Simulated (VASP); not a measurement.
# BN (Cm) in VASP: further runs

BN is run at these levels: r2SCAN; tasks: single point.

Program: VASP 6.6.1. These are calculated values, not measurements. Logs are shortened: lines on timing, memory, paths and dates and some standing lists are left out, and cuts for length are marked.

### 1 The cell of the first run

It takes space group Cm (No. 8, monoclinic). Conventional cell: a = 4.441 Å, b = 2.564 Å, c = 2.564 Å, α = 90.00°, β = 125.26°, γ = 90.00°. Within 2.0 Å of B (site symmetry m) lie 4 N at 1.49 to 1.65 Å. N (site symmetry m) has 4 B at 1.49 to 1.65 Å within 2.0 Å.

### 2 Single point, r2SCAN (all B atoms moved -0.100 Å, as atom 1 along Cartesian [1 -1 0])

POSCAR

```
BN
1.0
    0.0000000000      1.8130010000      1.8130010000
    1.8130010000      0.0000000000      1.8130010000
    1.8130010000      1.8130010000      0.0000000000
B N
1 1
Direct
    0.0390020072     -0.0390020072      0.0000000000
    0.7500000000      0.7500000000      0.7500000000
```

INCAR.step1

```
SYSTEM = BN
PREC = Accurate ; ENCUT = 520
ISMEAR = 0 ; SIGMA = 0.05
LREAL = .FALSE. ; LASPH = .TRUE.
NELM = 100 ; NBANDS = 11
GGA = PE ; ALGO = Normal
EDIFF = 1E-4 ; LWAVE = .TRUE.
LCHARG = .FALSE.
```

INCAR.step2

```
SYSTEM = BN
PREC = Accurate ; ENCUT = 520
EDIFF = 1E-7 ; ISMEAR = 0
SIGMA = 0.05 ; LREAL = .FALSE.
LASPH = .TRUE. ; NELM = 100
ALGO = Normal ; ISIF = 2
LWAVE = .FALSE. ; LCHARG = .FALSE.
METAGGA = R2SCAN ; LMIXTAU = .TRUE.
NBANDS = 11 ; ISTART = 1
```

KPOINTS

```
regular mesh
0
G
  12 12 12
  0 0 0
```

Potentials or basis: VASP PAW PBE potentials, release 64 (B, N).

Command:

```sh
$ cat potpaw_PBE.64/B/POTCAR potpaw_PBE.64/N/POTCAR > POTCAR
$ cp INCAR.step1 INCAR
$ mpirun -np 1 vasp_std > vasp.out
$ cp INCAR.step2 INCAR
$ mpirun -np 1 vasp_std > vasp.out
```

OUTCAR:

```text
SYSTEM = BN
   PREC = Accurate
   ENCUT = 520
   EDIFF = 1E-7
   ISMEAR = 0
   LREAL = .FALSE.
   LASPH = .TRUE.
   NELM = 100
   ISIF = 2
   METAGGA = R2SCAN
   ISTART = 1

 ion  position               nearest neighbor table
   1  0.039  0.961  0.000-   2 1.49   2 1.57   2 1.57   2 1.65
   2  0.750  0.750  0.750-   1 1.49   1 1.57   1 1.57   1 1.65

  LATTYP: Found a face centered cubic cell.
 ALAT       =     3.6260020000

  Lattice vectors:

 A1 = (   0.0000000000,   1.8130010000,   1.8130010000)
 A2 = (   1.8130010000,   0.0000000000,   1.8130010000)
 A3 = (   1.8130010000,   1.8130010000,   0.0000000000)

Analysis of symmetry for initial positions (statically):
=====================================================================
 Subroutine PRICEL returns:
 Original cell was already a primitive cell.

 Routine SETGRP: Setting up the symmetry group for a
 face centered cubic supercell.

 Subroutine GETGRP returns: Found  2 space group operations
 (whereof  2 operations were pure point group operations)
 out of a pool of 48 trial point group operations.

The static configuration has the point symmetry C_1h.

Analysis of symmetry for dynamics (positions and initial velocities):
=====================================================================
 Subroutine PRICEL returns:
 Original cell was already a primitive cell.

 Routine SETGRP: Setting up the symmetry group for a
 face centered cubic supercell.

 Subroutine GETGRP returns: Found  2 space group operations
 (whereof  2 operations were pure point group operations)
 out of a pool of 48 trial point group operations.

The dynamic configuration has the point symmetry C_1h.

 Subroutine INISYM returns: Found  2 space group operations
 (whereof  2 operations are pure point group operations),
 and found     1 'primitive' translations

----------------------------------------------------------------------------------------

                                     Primitive cell

  volume of cell :      11.9186

  direct lattice vectors                    reciprocal lattice vectors
     0.000000000  1.813001000  1.813001000    -0.275785838  0.275785838  0.275785838
     1.813001000  0.000000000  1.813001000     0.275785838 -0.275785838  0.275785838
     1.813001000  1.813001000  0.000000000     0.275785838  0.275785838 -0.275785838

  length of vectors
     2.563970603  2.563970603  2.563970603     0.477675083  0.477675083  0.477675083

  position of ions in fractional coordinates (direct lattice)
     0.039002007  0.960997993  0.000000000
     0.750000000  0.750000000  0.750000000

  ion indices of the primitive-cell ions
   primitive index   ion index
                 1           1
                 2           2

----------------------------------------------------------------------------------------

 KPOINTS: regular mesh

Automatic generation of k-mesh.
 Grid dimensions read from file:
 generate k-points for:   12   12   12

 Generating k-lattice:

  Cartesian coordinates                     Fractional coordinates (reciprocal lattice)
    -0.022982153  0.022982153  0.022982153     0.083333333  0.000000000  0.000000000
     0.022982153 -0.022982153  0.022982153     0.000000000  0.083333333  0.000000000
     0.022982153  0.022982153 -0.022982153     0.000000000  0.000000000  0.083333333

  Length of vectors
     0.039806257  0.039806257  0.039806257

  Shift w.r.t. Gamma in fractional coordinates (k-lattice)
     0.000000000  0.000000000  0.000000000

 Subroutine IBZKPT returns following result:
 ===========================================

 Found    476 irreducible k-points:

 Following reciprocal coordinates:
            Coordinates               Weight
  0.000000  0.000000  0.000000      1.000000
  0.083333  0.000000  0.000000      2.000000
  0.000000  0.083333  0.000000      2.000000
  0.000000  0.000000  0.083333      4.000000
  0.166667  0.000000  0.000000      2.000000
  0.000000  0.166667  0.000000      2.000000
[... 16 lines left out ...]
  0.000000  0.166667  0.083333      4.000000
  0.083333  0.000000  0.166667      4.000000
 [... further k-points ...]
   k-points           NKPTS =    476   k-points in BZ     NKDIM =    476   number of bands    NBANDS=     11
   number of dos      NEDOS =    301   number of ions     NIONS =      2
   total plane-waves  NPLWV =   8000
   dimension x,y,z NGX =    20 NGY =   20 NGZ =   20
   dimension x,y,z NGXF=    40 NGYF=   40 NGZF=   40
   ions per type =               1   1
   NGX,Y,Z   is equivalent  to a cutoff of  12.97, 12.97, 12.97 a.u.
   NGXF,Y,Z  is equivalent  to a cutoff of  25.94, 25.94, 25.94 a.u.
 SYSTEM =  BN
   PREC   = accura    normal or accurate (medium, high low for compatibility)
   ISTART =      1    job   : 0-new  1-cont  2-samecut
   ICHARG =      0    charge: 1-file 2-atom 10-const
   ISPIN  =      1    spin polarized calculation?
   LNONCOLLINEAR =      F non collinear calculations
   LSORBIT =      F    spin-orbit coupling
   LASPH  =      T    aspherical Exc in radial PAW
   ENCUT  =  520.0 eV  38.22 Ry    6.18 a.u.   4.77  4.77  4.77*2*pi/ulx,y,z
   NELM   =    100;   NELMIN=  2; NELMDL=  0     # of ELM steps
   EDIFF  = 0.1E-06   stopping-criterion for ELM
   LREAL  =      F    real-space projection
   EDIFFG = 0.1E-05   stopping-criterion for IOM
   NSW    =      0    number of steps for IOM
   IBRION =     -1    ionic relax: 0-MD 1-quasi-New 2-CG
   NFREE  =      0    steps in history (QN), initial steepest desc. (CG)
   ISIF   =      2    stress and relaxation
   ISYM   =      2    0-nonsym 1-usesym 2-fastsym
   POTIM  = 0.5000    time-step for ionic-motion
   TEBEG  =    0.0;   TEEND  =   0.0 temperature during run
   PSTRESS=    0.0 pullay stress
   NELECT =       8.0000    total number of electrons
   NUPDOWN=      -1.0000    fix difference up-down
   EMIN   =  10.00;   EMAX   =-10.00  energy-range for DOS
   EFERMI =   0.00;   METHOD = LEGACY
   ISMEAR =     0;   SIGMA  =   0.05  broadening in eV -4-tet -1-fermi 0-gaus
   EFERMI_NEDOS =   21; number of points for ismear=-14 and -15
   IALGO  =     38    algorithm
   IMIX   =      4    mixing-type and parameters
     AMIX     =   0.40;   BMIX     =  1.00
     AMIX_MAG =   1.60;   BMIX_MAG =  1.00
  volume/ion in A,a.u.               =       5.96        40.22
  Fermi-wavevector in a.u.,A,eV,Ry     =   1.433387  2.708709 27.954506  2.054598
  Thomas-Fermi vector in A             =   2.552911
   LORBIT       =      0    0 simple, 1 ext, 2 COOP (PROOUT), +10 PAW based schemes
   METAGGA = R2SCAN    functional components
   LHFCALC =     F    Hartree Fock is set to
   AEXX    =    0.0000 exact exchange contribution
   IVDW    =     0    specifies the selected vdW correction
   LEPSILON=     F    determine dielectric tensor
   LRPA    =     F    only Hartree local field effects (RPA)
 non-spin polarized calculation
 Gauss-broadening in eV      SIGMA  =   0.05
  energy-cutoff  :      520.00
  volume of cell :       11.92
 maximum number of plane-waves:       332
   NGX =  9   NGY =  9   NGZ =  9

 number of electron       7.9999999 magnetization

 Free energy of the ion-electron system (eV)
  ---------------------------------------------------
  ext. energy  EPLUGINS =         0.00000000
  ---------------------------------------------------
  free energy    TOTEN  =       -19.05218590 eV

  energy without entropy =      -19.05218590  energy(sigma->0) =      -19.05218590

 E-fermi :   8.1533     XC(G=0): -13.5962

 val. band max:        7.9327063924   @ k =   0.0000   0.0000   0.0000
 cond. band min:      11.9685928182   @ k =   0.5000   0.5000   0.0000
 fundamental gap:      4.0358864258
 Fermi energy:         8.1532515950

 k-point     1 :       0.0000    0.0000    0.0000
  band No.  band energies     occupation
      1     -14.0632      2.00000
      2       6.1353      2.00000
      3       7.1787      2.00000
      4       7.9327      2.00000
      5      16.0961      0.00000
      6      16.5207      0.00000
      7      17.3497      0.00000
      8      18.1551      0.00000
      9      32.9815      0.00000
     10      35.7501      0.00000
     11      35.7758      0.00000

 k-point     2 :       0.0833    0.0000    0.0000
  band No.  band energies     occupation
      1     -13.8915      2.00000
      2       5.3409      2.00000
      3       6.9583      2.00000
      4       7.7073      2.00000
      5      16.3470      0.00000
      6      16.9044      0.00000
      7      17.2415      0.00000
      8      19.0023      0.00000
      9      32.7242      0.00000
     10      33.4126      0.00000
     11      33.5101      0.00000

 k-point     3 :       0.0000    0.0833    0.0000
  band No.  band energies     occupation
      1     -13.8884      2.00000
      2       5.9395      2.00000
      3       6.9129      2.00000
      4       7.0236      2.00000
      5      16.5074      0.00000
      6      16.7149      0.00000
      7      17.6702      0.00000
      8      18.5668      0.00000
      9      32.7877      0.00000
     10      33.8490      0.00000
     11      33.9719      0.00000

 k-point     4 :       0.0000    0.0000    0.0833
  band No.  band energies     occupation
      1     -13.8899      2.00000
      2       5.7238      2.00000
      3       6.5379      2.00000
      4       7.6950      2.00000
      5      16.2076      0.00000
      6      16.7923      0.00000
      7      17.7385      0.00000
      8      18.7292      0.00000
      9      32.6965      0.00000
     10      33.5846      0.00000
     11      33.8604      0.00000
[... 239 lines left out ...]
 k-point    22 :       0.1667    0.0833    0.0000
  band No.  band energies     occupation
      1     -13.4380      2.00000
      2       4.0114      2.00000
      3       5.9685      2.00000
      4       7.2461      2.00000
      5      16.0943      0.00000
      6      17.6388      0.00000
      7      18.3790      0.00000
      8      20.3092      0.00000
      9      29.1513      0.00000
     10      33.7042      0.00000
     11      34.1782      0.00000

 k-point    23 :       0.0000    0.1667    0.0833
  band No.  band energies     occupation
      1     -13.4297      2.00000
      2       4.9304      2.00000
      3       5.5830      2.00000
      4       6.4908      2.00000
      5      16.2262      0.00000
      6      17.8152      0.00000
      7      18.5783      0.00000
      8      19.6152      0.00000
      9      29.3616      0.00000
     10      33.9794      0.00000
     11      35.0567      0.00000

 k-point    24 :       0.0833    0.0000    0.1667
  band No.  band energies     occupation
      1     -13.4309      2.00000
      2       4.6724      2.00000
      3       5.6810      2.00000
      4       6.6946      2.00000
      5      16.0575      0.00000
      6      17.7904      0.00000
      7      18.9310      0.00000
      8      19.5075      0.00000
      9      29.2815      0.00000
     10      33.9895      0.00000
     11      34.7794      0.00000

 [... further k-points ...]

------------------------ aborting loop because EDIFF is reached ----------------------------------------

  FORCE on cell =-STRESS in cart. coord.  units (eV):
  Direction    XX          YY          ZZ          XY          YZ          ZX
  --------------------------------------------------------------------------------------
  -------------------------------------------------------------------------------------
  Total       -0.1071507     -0.1071507     -0.0621781     -0.2288262      0.0367077     -0.0367073
  in kB      -14.4039408    -14.4039408     -8.3584125    -30.7604157      4.9345068     -4.9344472
  external PRESSURE =     -12.3887647 kB  Pullay stress =       0.0000000 kB

 VOLUME and BASIS-vectors are now :
 -----------------------------------------------------------------------------
  energy-cutoff  :      520.00
  volume of cell :       11.92
      direct lattice vectors                 reciprocal lattice vectors
     0.000000000  1.813001000  1.813001000    -0.275785838  0.275785838  0.275785838
     1.813001000  0.000000000  1.813001000     0.275785838 -0.275785838  0.275785838
     1.813001000  1.813001000  0.000000000     0.275785838  0.275785838 -0.275785838

 POSITION                                       TOTAL-FORCE (eV/Angst)
 -----------------------------------------------------------------------------------
      1.74229      0.07071      1.81300         1.669851     -1.669851     -0.467984
      2.71950      2.71950      2.71950        -1.669851      1.669851      0.467984
 -----------------------------------------------------------------------------------
    total drift:                               -0.000003      0.000002      0.000022

  FREE ENERGIE OF THE ION-ELECTRON SYSTEM (eV)
  ---------------------------------------------------
  free  energy   TOTEN  =       -19.0521859033 eV

  energy  without entropy=      -19.0521859033  energy(sigma->0) =      -19.05218590
```

Run time: 1.7 min. Hardware: 1 thread of Intel Xeon 6975P-C (Granite Rapids), shared host; peak memory 0.17 GiB.

Results:

| Quantity | Value |
| --- | --- |
| Free energy | -19.0522 eV |
| Pressure | -1.2 GPa |
| Largest force | 2.407 eV/Å |
| Band gap on the k mesh | 4.04 eV, indirect (least direct gap 8.16 eV) |

Forces in eV/Å, atoms in the order of the input:
```
B    1.670 -1.670 -0.468
N   -1.670  1.670  0.468
```

Levels at points of the mesh, in eV from the valence-band top:
```
           k point  band 2  band 3  band 4  band 5  band 6  band 7
(0.00, 0.00, 0.00)   -1.80   -0.75    0.00    8.16    8.59    9.42
(0.50, 0.00, 0.00)  -12.04   -3.05   -2.22    9.54   10.49   11.75
(0.00, 0.50, 0.00)  -11.56   -3.47   -2.48    9.51    9.70   11.33
(0.00, 0.00, 0.50)  -11.80   -3.56   -2.00    8.92    9.99   12.25
(0.50, 0.50, 0.00)  -10.11   -5.85   -5.71    4.04    8.70   18.32
(0.00, 0.50, 0.50)  -10.09   -6.16   -5.52    4.11    8.83   17.93
```

Caveat: the cell differs from its parent crystal (all B atoms moved -0.100 Å, as atom 1 along Cartesian [1 -1 0]); the PAW data sets were made with another functional, which shifts forces and pressure a little.

### 3 Single point, r2SCAN (all B atoms moved +0.075 Å, as atom 1 along Cartesian [1 -1 0])

Edit POSCAR of step 2 so:

```diff
@@ -8,3 +8,3 @@
 Direct
-    0.0390020072     -0.0390020072      0.0000000000
+   -0.0292515054      0.0292515054      0.0000000000
     0.7500000000      0.7500000000      0.7500000000
```

INCAR.step1

```
SYSTEM = BN
ALGO = Normal ; EDIFF = 1E-4
ENCUT = 520 ; GGA = PE
ISMEAR = 0 ; LASPH = .TRUE.
LCHARG = .FALSE. ; LREAL = .FALSE.
LWAVE = .TRUE. ; NBANDS = 11
NELM = 80 ; PREC = Accurate
SIGMA = 0.05
```

INCAR.step2

```
SYSTEM = BN
ALGO = Normal ; EDIFF = 1E-7
ENCUT = 520 ; ISIF = 2
ISMEAR = 0 ; ISTART = 1
LASPH = .TRUE. ; LCHARG = .FALSE.
LMIXTAU = .TRUE. ; LREAL = .FALSE.
LWAVE = .FALSE. ; METAGGA = R2SCAN
NBANDS = 11 ; NELM = 80
PREC = Accurate ; SIGMA = 0.05
```

KPOINTS

```
k-points
0
G
  12 12 12
  0 0 0
```

Potentials or basis: VASP PAW PBE potentials, release 64 (B, N).

Command:

```sh
$ cat potpaw_PBE.64/B/POTCAR potpaw_PBE.64/N/POTCAR > POTCAR
$ cp INCAR.step1 INCAR
$ mpirun -np 1 vasp_std > vasp.out
$ cp INCAR.step2 INCAR
$ mpirun -np 1 vasp_std > vasp.out
```

It took 99 s on 1 thread of Intel Xeon 6975P-C (Granite Rapids), shared host; peak memory 0.17 GiB.

It converged, with:

```yaml
Free_energy: -19.1039 eV
Pressure: -2.5 GPa
Largest_force: 1.793 eV/Å
Band_gap_on_the_k_mesh: 4.27 eV, indirect (least direct gap 8.43 eV)
```

Forces on the atoms (eV/Å):
```
B   -1.254  1.254 -0.263
N    1.254 -1.254  0.263
```

Stress tensor (GPa, compression positive):
```
-2.60 -1.73  0.33
-1.73 -2.60 -0.33
 0.33 -0.33 -2.27
```

Levels at points of the mesh, in eV from the valence-band top:
```tsv
k point	band 1	band 2	band 3	band 4	band 5	band 6	band 7	band 8
(0.00, 0.00, 0.00)	-21.82	-1.36	-0.60	0.00	8.43	8.80	9.42	10.33
(0.50, 0.00, 0.00)	-17.56	-11.44	-3.12	-2.39	9.93	9.95	11.30	15.28
(0.00, 0.50, 0.00)	-17.60	-11.81	-2.82	-2.18	9.84	10.63	11.64	15.99
(0.00, 0.00, 0.50)	-17.58	-11.62	-3.20	-2.02	9.44	10.22	11.99	15.65
(0.50, 0.50, 0.00)	-16.19	-9.92	-5.68	-5.60	4.27	8.98	18.49	18.79
(0.00, 0.50, 0.50)	-16.17	-9.90	-5.92	-5.43	4.31	9.06	18.16	19.03
```

Caveat: the cell differs from its parent crystal (all B atoms moved +0.075 Å, as atom 1 along Cartesian [1 -1 0]); the PAW data sets were made with another functional, which shifts forces and pressure a little. A k mesh can miss the band edges.
